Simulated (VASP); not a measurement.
The system is MoSe.

```
CELL_PARAMETERS angstrom
0.00000 2.61016 2.61016
2.61016 0.00000 2.61016
2.61016 2.61016 0.00000
ATOMIC_POSITIONS crystal
Mo 0.00000 0.00000 0.00000
Se 0.50000 0.50000 0.50000
```

Base run:

| Property | Result |
| --- | --- |
| Program | VASP 6.6.1 |
| Functional | PBE |
| Potentials or basis | VASP PAW PBE potentials, release 64 (Mo_sv, Se) |
| Cutoff | 520 eV |
| k mesh | 14 × 14 × 14 |
| Occupations | gaussian, width 0.1 eV |
| Spin | collinear spin |
| Starting moments | [0.34, 0.0] μB |
| Fixed moment | 0.38 μB |

Its results: pressure 0.5 GPa; site moments Mo +0.35; Se -0.00 μB.

Q: The run is repeated on the same cell with these changes: fixed moment from 0.38 μB to 1.12 μB; moments at the start from [0.34, 0.0] to [0.96, 0.01]. What comes out?

A: Pressure 2.5 GPa; site moments Mo +1.01; Se +0.00 μB.

Caveats: the total moment is fixed, so each spin has its own Fermi level.
